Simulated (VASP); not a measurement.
# Rb (Im-3m) in VASP: a series of runs

Rb is run at these levels: LDA; tasks: relaxation of cell and atoms.

Program: VASP 6.6.1. These are calculated values, not measurements. Logs are shortened: lines on timing, memory, paths and dates and some standing lists are left out, and cuts for length are marked.

## Step 1: The cell of the first run

The structure is cubic, space group Im-3m (No. 229). Conventional cell: a = 5.605 Å, b = 5.605 Å, c = 5.605 Å, α = 90.00°, β = 90.00°, γ = 90.00°.

## Step 2: Relaxation of cell and atoms, LDA

The input, INCAR:

```
PREC = Accurate
ENCUT = 600
EDIFF = 1E-7
ISMEAR = 0
SIGMA = 0.1
LREAL = F
LASPH = T
NELM = 80
ALGO = Normal
ISIF = 3
LWAVE = F
LCHARG = F
GGA = CA
IBRION = 2
NSW = 100
EDIFFG = -0.002
```

The input, KPOINTS:

```
Automatic mesh
0
Gamma
  10 10 10
```

The input, POSCAR:

```
Rb
1.0
   -2.8025000000      2.8025000000      2.8025000000
    2.8025000000     -2.8025000000      2.8025000000
    2.8025000000      2.8025000000     -2.8025000000
Rb
1
Direct
    0.0000000000      0.0000000000      0.0000000000
```

Potentials or basis: VASP PAW LDA potentials, release 64 (Rb_sv).

The run is started by

```console
> cat potpaw_LDA.64/Rb_sv/POTCAR > POTCAR
> mpirun -np 1 vasp_std > vasp.out
```

OUTCAR:

```text
PREC = Accurate
   ENCUT = 600
   EDIFF = 1E-7
   ISMEAR = 0
   LREAL = F
   LASPH = T
   NELM = 80
   ISIF = 3
   GGA = CA
   IBRION = 2
   NSW = 100
   EDIFFG = -0.002

 ion  position               nearest neighbor table
   1  0.000  0.000  0.000-

  LATTYP: Found a body centered cubic cell.
 ALAT       =     5.6050000000

  Lattice vectors:

 A1 = (  -2.8025000000,   2.8025000000,   2.8025000000)
 A2 = (   2.8025000000,  -2.8025000000,   2.8025000000)
 A3 = (   2.8025000000,   2.8025000000,  -2.8025000000)

Analysis of symmetry for initial positions (statically):
=====================================================================
 Subroutine PRICEL returns:
 Original cell was already a primitive cell.

 Routine SETGRP: Setting up the symmetry group for a
 body centered cubic supercell.

 Subroutine GETGRP returns: Found 48 space group operations
 (whereof 48 operations were pure point group operations)
 out of a pool of 48 trial point group operations.

The static configuration has the point symmetry O_h .

Analysis of symmetry for dynamics (positions and initial velocities):
=====================================================================
 Subroutine PRICEL returns:
 Original cell was already a primitive cell.

 Routine SETGRP: Setting up the symmetry group for a
 body centered cubic supercell.

 Subroutine GETGRP returns: Found 48 space group operations
 (whereof 48 operations were pure point group operations)
 out of a pool of 48 trial point group operations.

The dynamic configuration has the point symmetry O_h .

 Subroutine INISYM returns: Found 48 space group operations
 (whereof 48 operations are pure point group operations),
 and found     1 'primitive' translations

----------------------------------------------------------------------------------------

                                     Primitive cell

  volume of cell :      88.0434

  direct lattice vectors                    reciprocal lattice vectors
    -2.802500000  2.802500000  2.802500000     0.000000000  0.178412132  0.178412132
     2.802500000 -2.802500000  2.802500000     0.178412132  0.000000000  0.178412132
     2.802500000  2.802500000 -2.802500000     0.178412132  0.178412132  0.000000000

  length of vectors
     4.854072388  4.854072388  4.854072388     0.252312857  0.252312857  0.252312857

  position of ions in fractional coordinates (direct lattice)
     0.000000000  0.000000000  0.000000000

  ion indices of the primitive-cell ions
   primitive index   ion index
                 1           1

----------------------------------------------------------------------------------------

 KPOINTS: Automatic mesh

Automatic generation of k-mesh.
 Grid dimensions read from file:
 generate k-points for:   10   10   10

 Generating k-lattice:

  Cartesian coordinates                     Fractional coordinates (reciprocal lattice)
     0.000000000  0.017841213  0.017841213     0.100000000  0.000000000  0.000000000
     0.017841213  0.000000000  0.017841213     0.000000000  0.100000000  0.000000000
     0.017841213  0.017841213  0.000000000     0.000000000  0.000000000  0.100000000

  Length of vectors
     0.025231286  0.025231286  0.025231286

  Shift w.r.t. Gamma in fractional coordinates (k-lattice)
     0.000000000  0.000000000  0.000000000

 Subroutine IBZKPT returns following result:
 ===========================================

 Found     47 irreducible k-points:

 Following reciprocal coordinates:
            Coordinates               Weight
  0.000000  0.000000  0.000000      1.000000
  0.100000  0.000000  0.000000     12.000000
  0.200000  0.000000  0.000000     12.000000
  0.300000  0.000000  0.000000     12.000000
  0.400000  0.000000  0.000000     12.000000
  0.500000  0.000000  0.000000      6.000000
[... 16 lines left out ...]
  0.300000  0.300000  0.100000      8.000000
 -0.300000  0.300000  0.100000     24.000000
 [... further k-points ...]
   k-points           NKPTS =     47   k-points in BZ     NKDIM =     47   number of bands    NBANDS=      8
   number of dos      NEDOS =    301   number of ions     NIONS =      1
   total plane-waves  NPLWV =  64000
   dimension x,y,z NGX =    40 NGY =   40 NGZ =   40
   dimension x,y,z NGXF=    80 NGYF=   80 NGZF=   80
   ions per type =               1
   NGX,Y,Z   is equivalent  to a cutoff of  13.70, 13.70, 13.70 a.u.
   NGXF,Y,Z  is equivalent  to a cutoff of  27.40, 27.40, 27.40 a.u.
 SYSTEM =  unknown system
   PREC   = accura    normal or accurate (medium, high low for compatibility)
   ISTART =      0    job   : 0-new  1-cont  2-samecut
   ICHARG =      2    charge: 1-file 2-atom 10-const
   ISPIN  =      1    spin polarized calculation?
   LNONCOLLINEAR =      F non collinear calculations
   LSORBIT =      F    spin-orbit coupling
   LASPH  =      T    aspherical Exc in radial PAW
   ENCUT  =  600.0 eV  44.10 Ry    6.64 a.u.   9.69  9.69  9.69*2*pi/ulx,y,z
   NELM   =     80;   NELMIN=  2; NELMDL= -5     # of ELM steps
   EDIFF  = 0.1E-06   stopping-criterion for ELM
   LREAL  =      F    real-space projection
   EDIFFG = -.2E-02   stopping-criterion for IOM
   NSW    =    100    number of steps for IOM
   IBRION =      2    ionic relax: 0-MD 1-quasi-New 2-CG
   NFREE  =      1    steps in history (QN), initial steepest desc. (CG)
   ISIF   =      3    stress and relaxation
   ISYM   =      2    0-nonsym 1-usesym 2-fastsym
   POTIM  = 0.5000    time-step for ionic-motion
   TEBEG  =    0.0;   TEEND  =   0.0 temperature during run
   PSTRESS=    0.0 pullay stress
   NELECT =       9.0000    total number of electrons
   NUPDOWN=      -1.0000    fix difference up-down
   EMIN   =  10.00;   EMAX   =-10.00  energy-range for DOS
   EFERMI =   0.00;   METHOD = LEGACY
   ISMEAR =     0;   SIGMA  =   0.10  broadening in eV -4-tet -1-fermi 0-gaus
   EFERMI_NEDOS =   21; number of points for ismear=-14 and -15
   IALGO  =     38    algorithm
   IMIX   =      4    mixing-type and parameters
     AMIX     =   0.40;   BMIX     =  1.00
     AMIX_MAG =   1.60;   BMIX_MAG =  1.00
  volume/ion in A,a.u.               =      88.04       594.15
  Fermi-wavevector in a.u.,A,eV,Ry     =   0.765462  1.446513  7.972081  0.585931
  Thomas-Fermi vector in A             =   1.865587
   LORBIT       =      0    0 simple, 1 ext, 2 COOP (PROOUT), +10 PAW based schemes
   GGA     = CA    functional components
   LHFCALC =     F    Hartree Fock is set to
   AEXX    =    0.0000 exact exchange contribution
   IVDW    =     0    specifies the selected vdW correction
   LEPSILON=     F    determine dielectric tensor
   LRPA    =     F    only Hartree local field effects (RPA)
 conjugate gradient relaxation of ions
 non-spin polarized calculation
 Gauss-broadening in eV      SIGMA  =   0.10
  energy-cutoff  :      600.00
  volume of cell :       88.04
 maximum number of plane-waves:      2988
   NGX = 19   NGY = 19   NGZ = 19

--------------------------------------- Ionic step        1  -------------------------------------------

 number of electron       9.0000000 magnetization

 Free energy of the ion-electron system (eV)
  ---------------------------------------------------
  ext. energy  EPLUGINS =         0.00000000
  ---------------------------------------------------
  free energy    TOTEN  =        -1.04663377 eV

  energy without entropy =       -1.04021364  energy(sigma->0) =       -1.04342370

------------------------ aborting loop because EDIFF is reached ----------------------------------------

  FORCE on cell =-STRESS in cart. coord.  units (eV):
  Direction    XX          YY          ZZ          XY          YZ          ZX
  --------------------------------------------------------------------------------------
  -------------------------------------------------------------------------------------
  Total       -0.1923811     -0.1923811     -0.1923811     -0.0000000     -0.0000000      0.0000000
  in kB       -3.5008717     -3.5008717     -3.5008717     -0.0000000     -0.0000000      0.0000000
  external PRESSURE =      -3.5008717 kB  Pullay stress =       0.0000000 kB

 VOLUME and BASIS-vectors are now :
 -----------------------------------------------------------------------------
  energy-cutoff  :      600.00
  volume of cell :       88.04
      direct lattice vectors                 reciprocal lattice vectors
    -2.802500000  2.802500000  2.802500000     0.000000000  0.178412132  0.178412132
     2.802500000 -2.802500000  2.802500000     0.178412132  0.000000000  0.178412132
     2.802500000  2.802500000 -2.802500000     0.178412132  0.178412132  0.000000000

 POSITION                                       TOTAL-FORCE (eV/Angst)
 -----------------------------------------------------------------------------------
      0.00000      0.00000      0.00000         0.000000     -0.000000     -0.000000
 -----------------------------------------------------------------------------------
    total drift:                               -0.000000      0.000000     -0.000000

  FREE ENERGIE OF THE ION-ELECTRON SYSTEM (eV)
  ---------------------------------------------------
  free  energy   TOTEN  =        -1.0466337655 eV

  energy  without entropy=       -1.0402136385  energy(sigma->0) =       -1.04342370

--------------------------------------- Ionic step        2  -------------------------------------------

 number of electron       9.0000000 magnetization

 E-fermi :  -0.0699     XC(G=0):  -5.8354

 val. band max:       -0.0752403889   @ k =   0.3000   0.2000   0.0000
 cond. band min:      -0.0641032543   @ k =  -0.3000   0.4000   0.2000
 fundamental gap:      0.0111371346
 Fermi energy:        -0.0699288218

 k-point     1 :       0.0000    0.0000    0.0000
  band No.  band energies     occupation
      1     -28.8375      2.00000
      2     -12.9312      2.00000
      3     -12.9312      2.00000
      4     -12.9312      2.00000
      5      -2.1399      2.00000
      6       3.5589      0.00000
      7       3.5589      0.00000
      8       3.5589      0.00000

 k-point     2 :       0.1000    0.0000    0.0000
  band No.  band energies     occupation
      1     -28.8370      2.00000
      2     -12.9432      2.00000
      3     -12.9351      2.00000
      4     -12.9312      2.00000
      5      -2.0142      2.00000
      6       3.3840      0.00000
      7       3.4006      0.00000
      8       3.6768      0.00000
[... 334 lines left out ...]
 POSITION                                       TOTAL-FORCE (eV/Angst)
 -----------------------------------------------------------------------------------
     -2.68841      2.68841      2.68841         0.000000     -0.000000     -0.000000
 -----------------------------------------------------------------------------------
    total drift:                               -0.000000     -0.000000      0.000000

  FREE ENERGIE OF THE ION-ELECTRON SYSTEM (eV)
  ---------------------------------------------------
  free  energy   TOTEN  =        -1.0589296761 eV

  energy  without entropy=       -1.0522060890  energy(sigma->0) =       -1.05556788

--------------------------------------- Ionic step        5  -------------------------------------------

 number of electron       9.0000000 magnetization

 Free energy of the ion-electron system (eV)
  ---------------------------------------------------
  ext. energy  EPLUGINS =         0.00000000
  ---------------------------------------------------
  free energy    TOTEN  =        -1.05893038 eV

  energy without entropy =       -1.05221670  energy(sigma->0) =       -1.05557354

 E-fermi :   0.1590     XC(G=0):  -6.0883

 val. band max:        0.1574294929   @ k =   0.3000   0.2000   0.0000
 cond. band min:       0.1688175220   @ k =  -0.3000   0.4000   0.2000
 fundamental gap:      0.0113880291
 Fermi energy:         0.1590020387

 k-point     1 :       0.0000    0.0000    0.0000
  band No.  band energies     occupation
      1     -28.5686      2.00000
      2     -12.6479      2.00000
      3     -12.6479      2.00000
      4     -12.6479      2.00000
      5      -2.0467      2.00000
      6       3.8656      0.00000
      7       3.8656      0.00000
      8       3.8656      0.00000

 k-point     2 :       0.1000    0.0000    0.0000
  band No.  band energies     occupation
      1     -28.5677      2.00000
      2     -12.6646      2.00000
      3     -12.6532      2.00000
      4     -12.6480      2.00000
      5      -1.9092      2.00000
      6       3.6842      0.00000
      7       3.6957      0.00000
      8       3.9977      0.00000
[... 264 lines left out ...]
 POSITION                                       TOTAL-FORCE (eV/Angst)
 -----------------------------------------------------------------------------------
      0.00000      0.00000      0.00000         0.000000     -0.000000     -0.000000
 -----------------------------------------------------------------------------------
    total drift:                                0.000000      0.000000     -0.000000

  FREE ENERGIE OF THE ION-ELECTRON SYSTEM (eV)
  ---------------------------------------------------
  free  energy   TOTEN  =        -1.0589303759 eV

  energy  without entropy=       -1.0522167008  energy(sigma->0) =       -1.05557354

 reached required accuracy - stopping structural energy minimisation
```

It took 1.7 min on 1 thread of Intel Xeon Platinum 8488C (Sapphire Rapids), shared host; peak memory 0.22 GiB.

Results:

```yaml
Free_energy: -1.0589 eV
Relaxed_volume: 77.92 Å³/atom
Relaxed_cell: a = 4.660 Å, b = 4.660 Å, c = 4.660 Å, α = 109.47°, β = 109.47°, γ = 109.47°
Space_group_after_relaxing_to_0.1_Å: Im-3m (No. 229)
Energy_gained_by_relaxing: 12.3 meV/atom
Ionic_steps: 5
Pressure_after_relaxing: 0.0 GPa
Band_gap_on_the_k_mesh: zero (an odd number of electrons rules out a gap without spin polarisation)
```

The path:
```
step  energy change (eV)  largest force (eV/Å)  pressure (GPa)  volume (Å³)
   1              0.0000                0.0000           -0.35        88.04
   2             -0.0048                0.0000           -0.29        85.61
   3             -0.0119                0.0000           -0.08        79.61
   4             -0.0123                0.0000            0.01        77.72
   5             -0.0123                0.0000            0.00        77.92
```

Final structure:
```xyz
1
Lattice="-2.6907 2.6907 2.6907 2.6907 -2.6907 2.6907 2.6907 2.6907 -2.6907" Properties=species:S:1:pos:R:3 pbc="T T T"
Rb    0.0000    0.0000    0.0000
```

Levels at points of the mesh, in eV from the Fermi level:
| k point | band 2 | band 3 | band 4 | band 5 | band 6 | band 7 |
| --- | --- | --- | --- | --- | --- | --- |
| (0.00, 0.00, 0.00) | -12.81 | -12.81 | -12.81 | -2.21 | 3.71 | 3.71 |
| (0.50, 0.00, 0.00) | -12.97 | -12.86 | -12.81 | 0.15 | 0.96 | 2.53 |
| (0.50, 0.50, 0.50) | -12.92 | -12.92 | -12.92 | 1.15 | 1.15 | 3.67 |

LDA usually gives volumes a few per cent too small. Zero-point motion and thermal expansion aren't in these numbers.

## Step 3: Relaxation of cell and atoms, LDA

This run uses another cell than the first one, of 77.90 Å³/atom.

The input, INCAR:

```
SYSTEM = Rb
PREC = Accurate ; ENCUT = 600
EDIFF = 1E-6 ; ISMEAR = 0
SIGMA = 0.1 ; LREAL = .False.
LASPH = .True. ; NELM = 60
ALGO = Fast ; ISIF = 3
LWAVE = .False. ; LCHARG = .False.
GGA = CA ; IBRION = 2
NSW = 100 ; EDIFFG = -0.002
```

The input, KPOINTS:

```
Automatic mesh
0
Gamma
  12 12 12
  0 0 0
```

The input, POSCAR:

```
Rb
1.0
   -2.6904505383      2.6904505383      2.6904505383
    2.6904505383     -2.6904505383      2.6904505383
    2.6904505383      2.6904505383     -2.6904505383
Rb
1
Direct
    0.0000000000      0.0000000000      0.0000000000
```

Potentials or basis: VASP PAW LDA potentials, release 64 (Rb_sv).

The run is started by

```console
> cat potpaw_LDA.64/Rb_sv/POTCAR > POTCAR
> mpirun -np 1 vasp_std > vasp.out
```

It took 73 s on 1 thread of Intel Xeon Platinum 8488C (Sapphire Rapids), shared host; peak memory 0.23 GiB.

It converged, with:

```yaml
Free_energy: -1.0608 eV
Relaxed_volume: 77.78 Å³/atom
Relaxed_cell: a = 4.658 Å, b = 4.658 Å, c = 4.658 Å, α = 109.47°, β = 109.47°, γ = 109.47°
Space_group_after_relaxing_to_0.1_Å: Im-3m (No. 229)
Energy_gained_by_relaxing: 0.0 meV/atom
Ionic_steps: 3
Pressure_after_relaxing: 0.0 GPa
Band_gap_on_the_k_mesh: zero (an odd number of electrons rules out a gap without spin polarisation)
```

Final structure:
```xyz
1
Lattice="-2.6891 2.6891 2.6891 2.6891 -2.6891 2.6891 2.6891 2.6891 -2.6891" Properties=species:S:1:pos:R:3 pbc="T T T"
Rb    0.0000    0.0000    0.0000
```

Levels at points of the mesh, in eV from the Fermi level:
| k point | band 1 | band 2 | band 3 | band 4 | band 5 | band 6 | band 7 | band 8 |
| --- | --- | --- | --- | --- | --- | --- | --- | --- |
| (0.00, 0.00, 0.00) | -28.71 | -12.79 | -12.79 | -12.79 | -2.20 | 3.72 | 3.72 | 3.72 |
| (0.50, 0.00, 0.00) | -28.71 | -12.96 | -12.85 | -12.79 | 0.16 | 0.98 | 2.55 | 4.49 |
| (0.50, 0.50, 0.50) | -28.70 | -12.91 | -12.91 | -12.91 | 1.16 | 1.16 | 3.68 | 3.68 |
